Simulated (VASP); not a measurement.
A run of VASP 6.6.1:

The input INCAR:

```
SYSTEM = Zr4W
PREC = Accurate ; ENCUT = 520
EDIFF = 1E-6 ; ISMEAR = 0
SIGMA = 0.1 ; LREAL = .False.
LASPH = .True. ; NELM = 80
ALGO = Normal ; ISIF = 2
LWAVE = .False. ; LCHARG = .False.
GGA = PE ; NBANDS = 39
```

The input KPOINTS:

```
regular mesh
0
Gamma
  4 4 4
  0 0 0
```

File POSCAR:

```
Zr4W
1.0
    4.9970623806      0.0000000000      0.0000000000
    0.0000000000      4.9970623806      0.0000000000
    0.0000000000      0.0000000000      4.9970623806
Zr W
4 1
Direct
    0.5000000000      0.0000000000      0.0000000000
    0.0000000000      0.5000000000      0.0000000000
    0.0000000000      0.0000000000      0.5000000000
    0.0000000000      0.0000000000      0.0000000000
    0.5000000000      0.5000000000      0.5000000000
```

Potentials or basis: VASP PAW PBE potentials, release 64 (Zr_sv, W_sv).

Run with:

```console
$ cat potpaw_PBE.64/Zr_sv/POTCAR potpaw_PBE.64/W_sv/POTCAR > POTCAR
$ mpirun -np 1 vasp_std > vasp.out
```

Hardware: 1 thread of Intel Xeon 8259CL, with other jobs on the host.

Q: Estimate the wall time of this run.

A: Wall time 79 s on 1 thread of Intel Xeon 8259CL (shared host), peak memory 0.25 GiB. Counts: scf iterations 15, k points 10.
